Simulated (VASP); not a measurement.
A run of VASP 6.6.1 is set up as follows.

The input INCAR:

```
ALGO = Normal
DIPOL = 0.5 0.5 0.336
EDIFF = 1E-6
ENCUT = 520
GGA = PE
IDIPOL = 3
ISIF = 2
ISMEAR = 0
ISPIN = 2
LASPH = T
LCHARG = F
LDIPOL = T
LORBIT = 11
LREAL = F
LWAVE = F
MAGMOM = 0 0 0 0 0 0 2
NBANDS = 27
NELM = 150
PREC = Accurate
SIGMA = 0.05
```

Contents of KPOINTS:

```
k-points
0
Gamma
  9 9 1
```

File POSCAR:

```
Mg3CO3
1.0
    3.0085896345      0.0000000000      0.0000000000
   -1.5042948172      2.6055150530      0.0000000000
    0.0000000000      0.0000000000     23.0789991983
O Mg C
3 3 1
Direct
    0.3333333333      0.6666666667      0.1733177408
    0.0000000000      0.0000000000      0.2797566348
    0.6666666667      0.3333333333      0.3878522578
    0.6666666667      0.3333333333      0.2265371878
    0.3333333333      0.6666666667      0.3281901435
    0.0000000000      0.0000000000      0.4367173425
    0.3333333333     -0.3333333333      0.5220763299
```

Potentials or basis: VASP PAW PBE potentials, release 64 (O, Mg, C).

Command:

```console
$ cat potpaw_PBE.64/O/POTCAR potpaw_PBE.64/Mg/POTCAR potpaw_PBE.64/C/POTCAR > POTCAR
$ mpirun -np 1 vasp_std > vasp.out
```

Problem. Predict the largest force.

Solution. 2.645 eV/Å.

Problem. Predict the net moment.

Solution. 1.03 μB per cell.

Problem. Estimate the site moments.

Solution. O +0.00, +0.02 (each value once); Mg -0.00, +0.00, +0.02; C +0.46 μB.

Forces on the atoms (eV/Å):
```
O    0.000  0.000  1.388
O    0.000  0.000  1.167
O    0.000  0.000  0.025
Mg   0.000  0.000 -2.645
Mg   0.000  0.000  0.270
Mg   0.000  0.000  0.933
C    0.000  0.000 -1.138
```

Caveat: a moment this small can come from the mesh or the smearing.
